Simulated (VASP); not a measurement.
Wanted: the native input for a VASP 6.6.1 run.

```yaml
Task: single point
Functional: PBE
Potentials_or_basis: VASP PAW PBE potentials, release 64 (Co, Sn_d)
Cutoff: 520 eV
k_mesh: 12 × 12 × 8
Occupations: gaussian, width 0.1 eV
Spin: no spin polarisation
Dipole_correction: no
Further_INCAR_settings: ALGO = Fast; EDIFF = 1e-06; NBANDS = 44
```

The structure of CoSn lies in POSCAR:

```
CoSn
1.0
    5.4004659819      0.0000000000      0.0000000000
   -2.7002329909      4.6769407326      0.0000000000
    0.0000000000      0.0000000000      4.3132555582
Co Sn
3 3
Direct
    0.0000000000      0.5000000000      0.0000000000
    0.5000000000      0.5000000000      0.0000000000
    0.5000000000      0.0000000000      0.0000000000
    0.6666666667      0.3333333333      0.5000000000
    0.3333333333      0.6666666667      0.5000000000
    0.0000000000      0.0000000000      0.0000000000
```

These files were run (other wordings do the same):

INCAR

```
SYSTEM = CoSn
PREC = Accurate
ENCUT = 520
EDIFF = 1E-6
ISMEAR = 0
SIGMA = 0.1
LREAL = .FALSE.
LASPH = .TRUE.
NELM = 100
ALGO = Fast
ISIF = 2
LWAVE = .FALSE.
LCHARG = .FALSE.
GGA = PE
NBANDS = 44
```

KPOINTS

```
regular mesh
0
G
  12 12 8
  0 0 0
```

Potentials or basis: VASP PAW PBE potentials, release 64 (Co, Sn_d).

Command:

```sh
$ cat potpaw_PBE.64/Co/POTCAR potpaw_PBE.64/Sn_d/POTCAR > POTCAR
$ mpirun -np 1 vasp_std > vasp.out
```

It gave:

```yaml
Pressure: -6.5 GPa
Band_gap_on_the_k_mesh: zero (an odd number of electrons rules out a gap without spin polarisation)
```

Caveat: the cell stands under tension; spin-orbit coupling is left out, which moves the levels of the heavy elements; the run has no spin polarisation, though such a crystal can be magnetic.

Run time: 8.6 min on 1 thread of Intel Xeon 8259CL, with other jobs on the host, peak memory 0.48 GiB.
